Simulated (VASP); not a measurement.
# Al3Cl in VASP: notebook, part 2 of 2

VASP 6.6.1.

## Step 4: Single point, PBE

Input file INCAR:

```
SYSTEM = Al3Cl
PREC     = Accurate       ! precision mode
ENCUT    = 520            ! plane-wave cutoff, eV
EDIFF    = 1E-6           ! SCF threshold, eV
ISMEAR   = 0              ! smearing method
SIGMA    = 0.1            ! smearing width, eV
LREAL    = .False.        ! projectors in reciprocal space
LASPH    = .True.         ! aspherical terms in the spheres
NELM     = 80             ! most SCF steps
ALGO     = Normal         ! electronic algorithm
ISIF     = 2              ! what is computed and relaxed
LWAVE    = .False.        ! write WAVECAR
LCHARG   = .False.        ! write CHGCAR
LDIPOL   = .True.       
IDIPOL   = 3            
DIPOL    = 0.5 0.5 0.367
GGA      = PE             ! functional
NBANDS   = 16             ! bands
```

Input file KPOINTS:

```
regular mesh
0
Gamma
  9 9 1
  0 0 0
```

Input file POSCAR:

```
Al3Cl
1.0
    2.8567582918      0.0000000000      0.0000000000
   -1.4283791459      2.4740252532      0.0000000000
    0.0000000000      0.0000000000     20.1013782055
Al Cl
3 1
Direct
    0.6666666667      0.3333333334      0.1989913308
    0.3333333333      0.6666666666      0.3134471548
    0.0000000000      0.0000000000      0.4278999240
    0.3333333333      0.1666666667      0.5277654737
```

Potentials or basis: VASP PAW PBE potentials, release 64 (Al, Cl).

Launch:

```
$ cat potpaw_PBE.64/Al/POTCAR potpaw_PBE.64/Cl/POTCAR > POTCAR
$ mpirun -np 1 vasp_std > vasp.out
```

OUTCAR:

```text
SYSTEM = Al3Cl
   PREC = Accurate
   ENCUT = 520
   EDIFF = 1E-6
   ISMEAR = 0
   LREAL = .False.
   LASPH = .True.
   NELM = 80
   ISIF = 2
   GGA = PE

 ion  position               nearest neighbor table
   1  0.667  0.333  0.199-   2 2.83   2 2.83   2 2.83
   2  0.333  0.667  0.313-   3 2.83   3 2.83   3 2.83   1 2.83   1 2.83   1 2.83
   3  0.000  0.000  0.428-   4 2.17   2 2.83   2 2.83   2 2.83   4 2.96   4 2.96
   4  0.333  0.167  0.528-   3 2.17   3 2.96   3 2.96

  LATTYP: Found a hexagonal cell.
 ALAT       =     2.8567582918
 C/A-ratio  =     7.0364294603

  Lattice vectors:

 A1 = (   2.8567582918,   0.0000000000,   0.0000000000)
 A2 = (  -1.4283791459,   2.4740252532,   0.0000000000)
 A3 = (   0.0000000000,   0.0000000000,  20.1013782055)

Analysis of symmetry for initial positions (statically):
=====================================================================
 Subroutine PRICEL returns:
 Original cell was already a primitive cell.

 Routine SETGRP: Setting up the symmetry group for a
 hexagonal supercell.

 Subroutine GETGRP returns: Found  2 space group operations
 (whereof  2 operations were pure point group operations)
 out of a pool of 24 trial point group operations.

The static configuration has the point symmetry C_1h.

Analysis of symmetry for dynamics (positions and initial velocities):
=====================================================================
 Subroutine PRICEL returns:
 Original cell was already a primitive cell.

 Routine SETGRP: Setting up the symmetry group for a
 hexagonal supercell.

 Subroutine GETGRP returns: Found  2 space group operations
 (whereof  2 operations were pure point group operations)
 out of a pool of 24 trial point group operations.

The dynamic configuration has the point symmetry C_1h.

 Subroutine INISYM returns: Found  2 space group operations
 (whereof  2 operations are pure point group operations),
 and found     1 'primitive' translations
[... 125 lines left out ...]
   AEXX    =    0.0000 exact exchange contribution
   IVDW    =     0    specifies the selected vdW correction
   LEPSILON=     F    determine dielectric tensor
   LRPA    =     F    only Hartree local field effects (RPA)
 non-spin polarized calculation
 Gauss-broadening in eV      SIGMA  =   0.10
  energy-cutoff  :      520.00
  volume of cell :      142.07
 maximum number of plane-waves:      3849
 NGX is ok and might be reduce to    24
   NGX = 11   NGY = 11   NGZ = 75

 dipolmoment           0.000000      0.000000     -0.027337 electrons x Angstroem

 number of electron      15.9999999 magnetization

 dipolmoment           0.000000      0.000000      0.046717 electrons x Angstroem

 Free energy of the ion-electron system (eV)
  ---------------------------------------------------
  ext. energy  EPLUGINS =         0.00000000
  ---------------------------------------------------
  free energy    TOTEN  =       -12.85563917 eV

  energy without entropy =      -12.85026120  energy(sigma->0) =      -12.85295018

 E-fermi :   0.8728     XC(G=0):  -5.4456

 val. band max:        0.8145251618   @ k =   0.0000   0.1111   0.0000
 cond. band min:       0.8793403937   @ k =   0.1111   0.0000   0.0000
 fundamental gap:      0.0648152319
 Fermi energy:         0.8727758383

 k-point     1 :       0.0000    0.0000    0.0000
  band No.  band energies     occupation
      1     -16.2162      2.00000
      2      -9.7692      2.00000
      3      -8.1558      2.00000
      4      -5.9774      2.00000
      5      -3.5580      2.00000
      6      -0.2866      2.00000
[... 433 lines left out ...]
      3      -4.2535      2.00000
      4      -3.5438      2.00000
      5      -2.8536      2.00000
      6      -1.9866      2.00000
[... 8 lines left out ...]
     15       6.2765      0.00000
     16       7.9357      0.00000

 [... further k-points ...]

------------------------ aborting loop because EDIFF is reached ----------------------------------------

 vacuum level on the upper side and lower side of the slab       (xc-potential included)         0.543        -0.645

  FORCE on cell =-STRESS in cart. coord.  units (eV):
  Direction    XX          YY          ZZ          XY          YZ          ZX
  --------------------------------------------------------------------------------------
  -------------------------------------------------------------------------------------
  Total        4.1075567      3.8947191      0.6223180      0.1843228      0.0029069      0.0050345
  in kB       46.3223618     43.9221172      7.0180986      2.0786728      0.0327818      0.0567763
  external PRESSURE =      32.4208592 kB  Pullay stress =       0.0000000 kB

 VOLUME and BASIS-vectors are now :
 -----------------------------------------------------------------------------
  energy-cutoff  :      520.00
  volume of cell :      142.07
      direct lattice vectors                 reciprocal lattice vectors
     2.856758292  0.000000000  0.000000000     0.350047116  0.202099796  0.000000000
    -1.428379146  2.474025253  0.000000000     0.000000000  0.404199593  0.000000000
     0.000000000  0.000000000 20.101378206     0.000000000  0.000000000  0.049747833

 POSITION                                       TOTAL-FORCE (eV/Angst)
 -----------------------------------------------------------------------------------
      1.42838      0.82468      4.00000         0.032798      0.018936     -0.225690
     -0.00000      1.64935      6.30072        -0.009789     -0.005652      0.155190
      0.00000      0.00000      8.60138        -0.089430     -0.051632      0.093815
      0.71419      0.41234     10.60881         0.066421      0.038348     -0.023315
 -----------------------------------------------------------------------------------
    total drift:                               -0.000067     -0.000039      0.000207

  FREE ENERGIE OF THE ION-ELECTRON SYSTEM (eV)
  ---------------------------------------------------
  free  energy   TOTEN  =       -12.8556391681 eV

  energy  without entropy=      -12.8502612010  energy(sigma->0) =      -12.85295018

 vacuum level on the upper side and lower side of the slab         6.259         5.001
```

stdout:

```text
POSCAR found type information on POSCAR AlCl
 POSCAR found :  2 types and       4 ions
 scaLAPACK will be used
 LDA part: xc-table for (Slater+PW92), standard interpolation
 POSCAR, INCAR and KPOINTS ok, starting setup
 FFT: planning ... GRIDC
 FFT: planning ... GRID_SOFT
 FFT: planning ... GRID
 WAVECAR not read
 entering main loop
```

Run time: 42 s. Hardware: 1 thread of Intel Xeon 6975P-C (Granite Rapids), shared host; peak memory 0.28 GiB.

What came out:

```
Free energy            : -12.8556 eV
Largest force          : 0.229 eV/Å
Band gap on the k mesh : zero (band 8 reaches 1.35 eV, above the bottom of band 9 at 0.08 eV)
```

Forces in eV/Å, atoms in the order of the input:
```
Al   0.033  0.019 -0.226
Al  -0.010 -0.006  0.155
Al  -0.089 -0.052  0.094
Cl   0.066  0.038 -0.023
```

Levels at points of the mesh, in eV from the Fermi level:
```
           k point  band 4  band 5  band 6  band 7  band 8  band 9  band 10  band 11  band 12  band 13
(0.00, 0.00, 0.00)   -6.85   -4.43   -1.16    0.12    0.24    2.35     4.26     4.94     6.29     7.07
```
